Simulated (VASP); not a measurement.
# K (Fm-3m) in VASP: single point with PBEsol

Aim: the single point of K with PBEsol.

All numbers are computed with VASP 6.6.1; they aren't measurements. Logs are shortened: lines on timing, memory, paths and dates and some standing lists are left out, and cuts for length are marked.

## 1. The cell of the first run

Symmetry: Fm-3m, No. 225, cubic system. The conventional cell has a = 6.579 Å, b = 6.579 Å, c = 6.579 Å, α = 90.00°, β = 90.00°, γ = 90.00°.

## 2. Single point, PBEsol

INCAR reads:

```
PREC = Accurate
ENCUT = 520
EDIFF = 1E-6
ISMEAR = -1
SIGMA = 0.08
LREAL = F
LASPH = T
NELM = 80
ALGO = Normal
ISIF = 2
LWAVE = F
LCHARG = F
GGA = PS
NBANDS = 10
```

KPOINTS reads:

```
regular mesh
0
Gamma
  14 14 14
```

POSCAR reads:

```
K
1.0
    0.0000000000      3.2893983062      3.2893983062
    3.2893983062      0.0000000000      3.2893983062
    3.2893983062      3.2893983062      0.0000000000
K
1
Direct
    0.0000000000      0.0000000000      0.0000000000
```

Potentials or basis: VASP PAW PBE potentials, release 64 (K_sv).

Run with:

```
cat potpaw_PBE.64/K_sv/POTCAR > POTCAR
mpirun -np 1 vasp_std > vasp.out
```

OUTCAR:

```text
PREC = Accurate
   ENCUT = 520
   EDIFF = 1E-6
   ISMEAR = -1
   LREAL = F
   LASPH = T
   NELM = 80
   ISIF = 2
   GGA = PS

 ion  position               nearest neighbor table
   1  0.000  0.000  0.000-

  LATTYP: Found a face centered cubic cell.
 ALAT       =     6.5787966124

  Lattice vectors:

 A1 = (   0.0000000000,   3.2893983062,   3.2893983062)
 A2 = (   3.2893983062,   0.0000000000,   3.2893983062)
 A3 = (   3.2893983062,   3.2893983062,   0.0000000000)

Analysis of symmetry for initial positions (statically):
=====================================================================
 Subroutine PRICEL returns:
 Original cell was already a primitive cell.

 Routine SETGRP: Setting up the symmetry group for a
 face centered cubic supercell.

 Subroutine GETGRP returns: Found 48 space group operations
 (whereof 48 operations were pure point group operations)
 out of a pool of 48 trial point group operations.

The static configuration has the point symmetry O_h .

Analysis of symmetry for dynamics (positions and initial velocities):
=====================================================================
 Subroutine PRICEL returns:
 Original cell was already a primitive cell.

 Routine SETGRP: Setting up the symmetry group for a
 face centered cubic supercell.

 Subroutine GETGRP returns: Found 48 space group operations
 (whereof 48 operations were pure point group operations)
 out of a pool of 48 trial point group operations.

The dynamic configuration has the point symmetry O_h .

 Subroutine INISYM returns: Found 48 space group operations
 (whereof 48 operations are pure point group operations),
 and found     1 'primitive' translations

----------------------------------------------------------------------------------------

                                     Primitive cell

  volume of cell :      71.1835

  direct lattice vectors                    reciprocal lattice vectors
     0.000000000  3.289398306  3.289398306    -0.152003483  0.152003483  0.152003483
     3.289398306  0.000000000  3.289398306     0.152003483 -0.152003483  0.152003483
     3.289398306  3.289398306  0.000000000     0.152003483  0.152003483 -0.152003483

  length of vectors
     4.651911697  4.651911697  4.651911697     0.263277756  0.263277756  0.263277756

  position of ions in fractional coordinates (direct lattice)
     0.000000000  0.000000000  0.000000000

  ion indices of the primitive-cell ions
   primitive index   ion index
                 1           1

----------------------------------------------------------------------------------------

 KPOINTS: regular mesh

Automatic generation of k-mesh.
 Grid dimensions read from file:
 generate k-points for:   14   14   14

 Generating k-lattice:

  Cartesian coordinates                     Fractional coordinates (reciprocal lattice)
    -0.010857392  0.010857392  0.010857392     0.071428571  0.000000000  0.000000000
     0.010857392 -0.010857392  0.010857392     0.000000000  0.071428571  0.000000000
     0.010857392  0.010857392 -0.010857392     0.000000000  0.000000000  0.071428571

  Length of vectors
     0.018805554  0.018805554  0.018805554

  Shift w.r.t. Gamma in fractional coordinates (k-lattice)
     0.000000000  0.000000000  0.000000000

 Subroutine IBZKPT returns following result:
 ===========================================

 Found    104 irreducible k-points:

 Following reciprocal coordinates:
            Coordinates               Weight
  0.000000  0.000000  0.000000      1.000000
  0.071429  0.000000  0.000000      8.000000
  0.142857  0.000000  0.000000      8.000000
  0.214286  0.000000  0.000000      8.000000
  0.285714  0.000000  0.000000      8.000000
  0.357143  0.000000  0.000000      8.000000
[... 16 lines left out ...]
  0.214286  0.142857  0.000000     24.000000
  0.285714  0.142857  0.000000     24.000000
 [... further k-points ...]
   k-points           NKPTS =    104   k-points in BZ     NKDIM =    104   number of bands    NBANDS=     10
   number of dos      NEDOS =    301   number of ions     NIONS =      1
   total plane-waves  NPLWV =  46656
   dimension x,y,z NGX =    36 NGY =   36 NGZ =   36
   dimension x,y,z NGXF=    72 NGYF=   72 NGZF=   72
   ions per type =               1
   NGX,Y,Z   is equivalent  to a cutoff of  12.87, 12.87, 12.87 a.u.
   NGXF,Y,Z  is equivalent  to a cutoff of  25.73, 25.73, 25.73 a.u.
 SYSTEM =  unknown system
   PREC   = accura    normal or accurate (medium, high low for compatibility)
   ISTART =      0    job   : 0-new  1-cont  2-samecut
   ICHARG =      2    charge: 1-file 2-atom 10-const
   ISPIN  =      1    spin polarized calculation?
   LNONCOLLINEAR =      F non collinear calculations
   LSORBIT =      F    spin-orbit coupling
   LASPH  =      T    aspherical Exc in radial PAW
   ENCUT  =  520.0 eV  38.22 Ry    6.18 a.u.   8.65  8.65  8.65*2*pi/ulx,y,z
   NELM   =     80;   NELMIN=  2; NELMDL= -5     # of ELM steps
   EDIFF  = 0.1E-05   stopping-criterion for ELM
   LREAL  =      F    real-space projection
   EDIFFG = 0.1E-04   stopping-criterion for IOM
   NSW    =      0    number of steps for IOM
   IBRION =     -1    ionic relax: 0-MD 1-quasi-New 2-CG
   NFREE  =      0    steps in history (QN), initial steepest desc. (CG)
   ISIF   =      2    stress and relaxation
   ISYM   =      2    0-nonsym 1-usesym 2-fastsym
   POTIM  = 0.5000    time-step for ionic-motion
   TEBEG  =    0.0;   TEEND  =   0.0 temperature during run
   PSTRESS=    0.0 pullay stress
   NELECT =       9.0000    total number of electrons
   NUPDOWN=      -1.0000    fix difference up-down
   EMIN   =  10.00;   EMAX   =-10.00  energy-range for DOS
   EFERMI =   0.00;   METHOD = LEGACY
   ISMEAR =    -1;   SIGMA  =   0.08  broadening in eV -4-tet -1-fermi 0-gaus
   EFERMI_NEDOS =   21; number of points for ismear=-14 and -15
   IALGO  =     38    algorithm
   IMIX   =      4    mixing-type and parameters
     AMIX     =   0.40;   BMIX     =  1.00
     AMIX_MAG =   1.60;   BMIX_MAG =  1.00
  volume/ion in A,a.u.               =      71.18       480.37
  Fermi-wavevector in a.u.,A,eV,Ry     =   0.821667  1.552726  9.185793  0.675137
  Thomas-Fermi vector in A             =   1.932866
   LORBIT       =      0    0 simple, 1 ext, 2 COOP (PROOUT), +10 PAW based schemes
   GGA     = PS    functional components
   LHFCALC =     F    Hartree Fock is set to
   AEXX    =    0.0000 exact exchange contribution
   IVDW    =     0    specifies the selected vdW correction
   LEPSILON=     F    determine dielectric tensor
   LRPA    =     F    only Hartree local field effects (RPA)
 non-spin polarized calculation
  energy-cutoff  :      520.00
  volume of cell :       71.18
 maximum number of plane-waves:      1940
   NGX = 17   NGY = 17   NGZ = 17

 number of electron       9.0000000 magnetization

 Free energy of the ion-electron system (eV)
  ---------------------------------------------------
  ext. energy  EPLUGINS =         0.00000000
  ---------------------------------------------------
  free energy    TOTEN  =        -1.14196117 eV

  energy without entropy =       -1.12645020  energy(sigma->0) =       -1.13420568

 E-fermi :  -0.0928     XC(G=0):  -5.7780

 val. band max:       -0.1463036820   @ k =   0.5000   0.3571   0.1429
 cond. band min:      -0.0796727618   @ k =   0.5000   0.2857   0.0714
 fundamental gap:      0.0666309202
 Fermi energy:        -0.0927515567

 k-point     1 :       0.0000    0.0000    0.0000
  band No.  band energies     occupation
      1     -32.0644      2.00000
      2     -15.5729      2.00000
      3     -15.5729      2.00000
      4     -15.5729      2.00000
      5      -2.3028      2.00000
      6       4.1472      0.00000
      7       4.1472      0.00000
      8       4.1472      0.00000
      9       5.4334      0.00000
     10       5.4334      0.00000

 k-point     2 :       0.0714    0.0000    0.0000
  band No.  band energies     occupation
      1     -32.0642      2.00000
      2     -15.5768      2.00000
      3     -15.5734      2.00000
      4     -15.5734      2.00000
      5      -2.2411      2.00000
      6       3.9710      0.00000
      7       4.1725      0.00000
      8       4.1725      0.00000
      9       5.3737      0.00000
     10       5.3737      0.00000

 k-point     3 :       0.1429    0.0000    0.0000
  band No.  band energies     occupation
      1     -32.0636      2.00000
      2     -15.5874      2.00000
      3     -15.5749      2.00000
      4     -15.5749      2.00000
      5      -2.0579      2.00000
      6       3.5360      0.00000
      7       4.2259      0.00000
      8       4.2259      0.00000
      9       5.2604      0.00000
     10       5.2604      0.00000

 k-point     4 :       0.2143    0.0000    0.0000
  band No.  band energies     occupation
      1     -32.0627      2.00000
      2     -15.6028      2.00000
      3     -15.5770      2.00000
      4     -15.5770      2.00000
      5      -1.7595      2.00000
      6       2.9723      0.00000
      7       4.2373      0.00000
      8       4.2373      0.00000
      9       5.2402      0.00000
     10       5.2402      0.00000

 k-point     5 :       0.2857    0.0000    0.0000
  band No.  band energies     occupation
      1     -32.0617      2.00000
      2     -15.6197      2.00000
      3     -15.5793      2.00000
      4     -15.5793      2.00000
      5      -1.3558      2.00000
      6       2.3453      0.00000
      7       4.1593      0.00000
      8       4.1593      0.00000
      9       5.4090      0.00000
     10       5.4090      0.00000

 k-point     6 :       0.3571    0.0000    0.0000
  band No.  band energies     occupation
      1     -32.0608      2.00000
      2     -15.6348      2.00000
      3     -15.5815      2.00000
      4     -15.5815      2.00000
      5      -0.8608      1.99986
      6       1.6856      0.00000
      7       4.0462      0.00000
      8       4.0462      0.00000
      9       5.7216      0.00000
     10       5.7217      0.00000

 k-point     7 :       0.4286    0.0000    0.0000
  band No.  band energies     occupation
      1     -32.0602      2.00000
      2     -15.6453      2.00000
      3     -15.5829      2.00000
      4     -15.5829      2.00000
      5      -0.2939      1.85037
      6       1.0182      0.00000
      7       3.9600      0.00000
      8       3.9600      0.00000
      9       6.0689      0.00000
     10       6.1506      0.00000

 k-point     8 :       0.5000    0.0000    0.0000
  band No.  band energies     occupation
      1     -32.0599      2.00000
      2     -15.6490      2.00000
      3     -15.5834      2.00000
      4     -15.5834      2.00000
      5       0.2249      0.03700
      6       0.4655      0.00186
      7       3.9287      0.00000
      8       3.9287      0.00000
      9       6.1799      0.00000
     10       6.2480      0.00000

 k-point     9 :       0.0714    0.0714    0.0000
  band No.  band energies     occupation
      1     -32.0641      2.00000
      2     -15.5767      2.00000
      3     -15.5743      2.00000
      4     -15.5743      2.00000
      5      -2.2205      2.00000
      6       3.9668      0.00000
      7       4.1580      0.00000
      8       4.1580      0.00000
      9       5.2270      0.00000
     10       5.4677      0.00000
[... 118 lines left out ...]
 k-point    19 :      -0.2143    0.0714    0.0000
  band No.  band energies     occupation
      1     -32.0622      2.00000
      2     -15.6089      2.00000
      3     -15.5814      2.00000
      4     -15.5770      2.00000
      5      -1.5840      2.00000
      6       2.7730      0.00000
      7       3.9907      0.00000
      8       4.3353      0.00000
      9       5.0061      0.00000
     10       5.5044      0.00000

 k-point    20 :      -0.1429    0.0714    0.0000
  band No.  band energies     occupation
      1     -32.0631      2.00000
      2     -15.5935      2.00000
      3     -15.5785      2.00000
      4     -15.5749      2.00000
      5      -1.9174      2.00000
      6       3.3263      0.00000
      7       4.0812      0.00000
      8       4.3419      0.00000
      9       4.9967      0.00000
     10       5.3990      0.00000

 k-point    21 :      -0.0714    0.0714    0.0000
  band No.  band energies     occupation
      1     -32.0638      2.00000
      2     -15.5820      2.00000
      3     -15.5757      2.00000
      4     -15.5737      2.00000
      5      -2.1389      2.00000
      6       3.7525      0.00000
      7       4.1349      0.00000
      8       4.2444      0.00000
      9       5.1823      0.00000
     10       5.3985      0.00000

 k-point    22 :       0.1429    0.1429    0.0000
  band No.  band energies     occupation
      1     -32.0633      2.00000
      2     -15.5870      2.00000
      3     -15.5782      2.00000
      4     -15.5782      2.00000
      5      -1.9772      2.00000
      6       3.5661      0.00000
      7       4.1973      0.00000
      8       4.1973      0.00000
      9       4.6771      0.00000
     10       5.5666      0.00000

 k-point    23 :       0.2143    0.1429    0.0000
  band No.  band energies     occupation
      1     -32.0626      2.00000
      2     -15.5970      2.00000
      3     -15.5808      2.00000
      4     -15.5802      2.00000
      5      -1.7587      2.00000
      6       3.2440      0.00000
      7       4.1167      0.00000
      8       4.2266      0.00000
      9       4.5199      0.00000
     10       5.6191      0.00000

 k-point    24 :       0.2857    0.1429    0.0000
  band No.  band energies     occupation
      1     -32.0617      2.00000
      2     -15.6108      2.00000
      3     -15.5834      2.00000
      4     -15.5826      2.00000
      5      -1.4296      2.00000
      6       2.7725      0.00000
      7       3.8282      0.00000
      8       4.2237      0.00000
      9       4.7128      0.00000
     10       5.7208      0.00000

 [... further k-points ...]
[... 5 lines left out ...]
  --------------------------------------------------------------------------------------
  -------------------------------------------------------------------------------------
  Total       -0.0051180     -0.0051180     -0.0051180      0.0000000      0.0000000      0.0000000
  in kB       -0.1151936     -0.1151936     -0.1151936      0.0000000      0.0000000      0.0000000
  external PRESSURE =      -0.1151936 kB  Pullay stress =       0.0000000 kB

 VOLUME and BASIS-vectors are now :
 -----------------------------------------------------------------------------
  energy-cutoff  :      520.00
  volume of cell :       71.18
      direct lattice vectors                 reciprocal lattice vectors
     0.000000000  3.289398306  3.289398306    -0.152003483  0.152003483  0.152003483
     3.289398306  0.000000000  3.289398306     0.152003483 -0.152003483  0.152003483
     3.289398306  3.289398306  0.000000000     0.152003483  0.152003483 -0.152003483

 POSITION                                       TOTAL-FORCE (eV/Angst)
 -----------------------------------------------------------------------------------
      0.00000      0.00000      0.00000        -0.000000      0.000000      0.000000
 -----------------------------------------------------------------------------------
    total drift:                               -0.000000      0.000000      0.000000

  FREE ENERGIE OF THE ION-ELECTRON SYSTEM (eV)
  ---------------------------------------------------
  free  energy   TOTEN  =        -1.1419611682 eV

  energy  without entropy=       -1.1264501991  energy(sigma->0) =       -1.13420568
```

It took 53 s on 1 thread of Intel Xeon Platinum 8375C at 2.90GHz (Ice Lake), shared host; peak memory 0.24 GiB.

What came out:

```yaml
Free_energy: -1.1420 eV
Pressure: 0.0 GPa
```

Caveat: the PAW data sets were made with another functional, which shifts forces and pressure a little.
